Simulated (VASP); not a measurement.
Write the native input for VASP 6.6.1 that does the following.

```
Task                   : single point
Functional             : PBEsol
Potentials or basis    : VASP PAW PBE potentials, release 64 (Rh_pv)
Cutoff                 : 520 eV
k mesh                 : 13 × 13 × 7
Occupations            : fermi-dirac, width 0.05 eV
Spin                   : no spin polarisation
Dipole correction      : no
Further INCAR settings : ALGO = Normal; EDIFF = 1e-07; NBANDS = 22
```

The structure of Rh lies in POSCAR:

```
Rh
1.0
    2.7157318845      0.0000000000      0.0000000000
   -1.3578659422      2.3518928018      0.0000000000
    0.0000000000      0.0000000000      4.3994856529
Rh
2
Direct
    0.2733333333      0.6366666667      0.2050000000
    0.7266666667      0.3633333333      0.7950000000
```

This cell differs from its parent crystal: shortest bond scaled by 0.82.

These files were run (other wordings do the same):

INCAR

```
SYSTEM = Rh
ALGO = Normal ; EDIFF = 1E-7
ENCUT = 520 ; GGA = PS
ISIF = 2 ; ISMEAR = -1
LASPH = .True. ; LCHARG = .False.
LREAL = .False. ; LWAVE = .False.
NBANDS = 22 ; NELM = 60
PREC = Accurate ; SIGMA = 0.05
```

KPOINTS

```
k-points
0
Gamma
  13 13 7
  0 0 0
```

Potentials or basis: VASP PAW PBE potentials, release 64 (Rh_pv).

Run with:

```bash
$ cat potpaw_PBE.64/Rh_pv/POTCAR > POTCAR
$ mpirun -np 1 vasp_std > vasp.out
```

Results of the run:

- Pressure: 19.1 GPa
- Largest force: 6.123 eV/Å
- Band gap on the k mesh: zero (bands 15 and 16 overlap by 1.78 eV)

Caveat: the cell differs from its parent crystal (shortest bond scaled by 0.82); the cell stands under pressure; the PAW data sets were made with another functional, which shifts forces and pressure a little.

It took 79 s on 1 thread of Intel(R) Xeon(R) 6975P-C (Granite Rapids), with other jobs on the host, peak memory 0.26 GiB.
